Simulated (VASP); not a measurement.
Set up this calculation in VASP 6.6.1, as the native input.

```
Task                   : single point
Functional             : PBE
Potentials or basis    : VASP PAW PBE potentials, release 64 (Ru_pv)
Cutoff                 : 520 eV
k mesh                 : 11 × 11 × 15
Occupations            : fermi-dirac, width 0.05 eV
Spin                   : collinear spin, ferromagnetic start
Starting moments       : [1.0, 1.0, 1.0] μB
Dipole correction      : no
Further INCAR settings : ALGO = Normal; EDIFF = 1e-06; NBANDS = 32
```

The structure of Ru lies in POSCAR:

```
Ru
1.0
    4.0907012105      0.0000000000      0.0000000000
   -2.0453506052      3.5426511676      0.0000000000
    0.0000000000      0.0000000000      2.5700970271
Ru
3
Direct
    1.0000000000      1.0000000000      0.0000000000
    0.3333333333      0.6666666667      0.5000000000
    0.6666666667      0.3333333333      0.5000000000
```

This isn't the form of Ru at room conditions, which is hcp.

One way to write it, as run:

INCAR

```
SYSTEM = Ru
PREC     = Accurate       ! precision mode
ENCUT    = 520            ! plane-wave cutoff, eV
EDIFF    = 1E-6           ! SCF threshold, eV
ISMEAR   = -1             ! smearing method
SIGMA    = 0.05           ! smearing width, eV
LREAL    = .FALSE.        ! projectors in reciprocal space
LASPH    = .TRUE.         ! aspherical terms in the spheres
NELM     = 150            ! most SCF steps
ALGO     = Normal         ! electronic algorithm
ISIF     = 2              ! what is computed and relaxed
LWAVE    = .FALSE.        ! write WAVECAR
LCHARG   = .TRUE.         ! write CHGCAR
ISPIN    = 2              ! spin polarisation
MAGMOM   = 1 1 1          ! initial moments
LORBIT   = 11             ! projections on sites
LMAXMIX  = 4              ! l up to which the mixer works
GGA      = PE             ! functional
LELF     = .TRUE.         ! ELF
LVHAR    = .TRUE.       
NBANDS   = 32             ! bands
```

KPOINTS

```
regular mesh
0
G
  11 11 15
  0 0 0
```

Potentials or basis: VASP PAW PBE potentials, release 64 (Ru_pv).

Command:

```bash
$ cat potpaw_PBE.64/Ru_pv/POTCAR > POTCAR
$ mpirun -np 1 vasp_std > vasp.out
```

Results of the run:

```json
{
 "Pressure": "51.2 GPa",
 "Band gap on the k mesh": "zero (filled and empty bands overlap)",
 "Net moment": "0.00 μB per cell",
 "Valence electrons inside the program's atomic spheres": "Ru 12.81, 12.98 (each value once)"
}
```

Caveat: the cell stands under pressure; an empty level that is flat over the whole mesh can mark a ghost state of the potentials, or a narrow d or f band.

It took 5.4 min on 1 thread of Intel Xeon 8259CL, with other jobs on the host, peak memory 0.31 GiB.
